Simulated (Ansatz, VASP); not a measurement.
**Al: VASP beside Ansatz**

INCAR

```
SYSTEM = Al
PREC = Accurate ; ENCUT = 600
EDIFF = 1E-7 ; ISMEAR = 0
SIGMA = 0.1 ; LREAL = .False.
LASPH = .True. ; NELM = 80
ALGO = Normal ; ISIF = 3
LWAVE = .False. ; LCHARG = .False.
GGA = PE ; IBRION = 2
NSW = 90 ; EDIFFG = -0.04
```

File KPOINTS:

```
regular mesh
0
Gamma
  4 4 4
  0 0 0
```

POSCAR

```
Al
1.0
    4.5688542100      0.0000000000      0.0000000000
    0.0000000000      4.5688542100      0.0000000000
    0.0000000000      0.0000000000      4.5688542100
Al
6
Direct
    0.2500000000      0.0000000000      0.5000000000
    0.7500000000      0.0000000000      0.5000000000
    0.5000000000      0.2500000000      0.0000000000
    0.5000000000      0.7500000000      0.0000000000
    0.0000000000      0.5000000000      0.2500000000
    0.0000000000      0.5000000000      0.7500000000
```

Input for Ansatz:

```yaml
crystal:
  lattice:
    - [4.56885421, 0.0, 0.0]
    - [0.0, 4.56885421, 0.0]
    - [0.0, 0.0, 4.56885421]
  atoms:
    - { symbol: Al, position: [0.25, 0.0, 0.5] }
    - { symbol: Al, position: [0.75, 0.0, 0.5] }
    - { symbol: Al, position: [0.5, 0.25, 0.0] }
    - { symbol: Al, position: [0.5, 0.75, 0.0] }
    - { symbol: Al, position: [0.0, 0.5, 0.25] }
    - { symbol: Al, position: [0.0, 0.5, 0.75] }
basis:
  ecutwfc: 420
kpoints:
  mp_grid: { grid: [4, 4, 4] }
hamiltonian:
  xc: pbe
scf:
  occupations: { method: gaussian, width: 0.1 }
  lower_state_search: "off"
output:
  forces: true
  stress: true
  eigenvalues: true
relax:
  adjacent_minimum: "off"
  f_tol: 0.04
  max_steps: 70
  cell: { stress_tol: 0.4 }
```

Alike in both runs: task relaxation of cell and atoms; functional PBE; k mesh 4 × 4 × 4; occupations gaussian, width 0.1 eV; no spin polarisation.

```csv
,VASP,Ansatz
version,VASP 6.6.1,Ansatz 0.2.0
potentials or method,"VASP PAW PBE potentials, release 64 (Al), cutoff 600 eV","scalar-relativistic, plane waves, PAW"
valence electrons in the cell,18,18
```

VASP gave:

* gap on the k mesh at the Fermi level, each at its own relaxed structure (eV): none
* relaxed volume (Å³/atom): 20.74
* relaxed cell length with the largest relative difference (Å): 4.992

**Question.** Estimate Ansatz's values.

**Answer.** gap on the k mesh at the Fermi level, each at its own relaxed structure (eV): none; relaxed volume (Å³/atom): 20.78; relaxed cell length with the largest relative difference (Å): 4.996.

A gap of «none» marks a metal or a gap that the smearing closes.

Noted on VASP's run: the volume moved by over 15 % at a fixed basis, so the end points are rough.
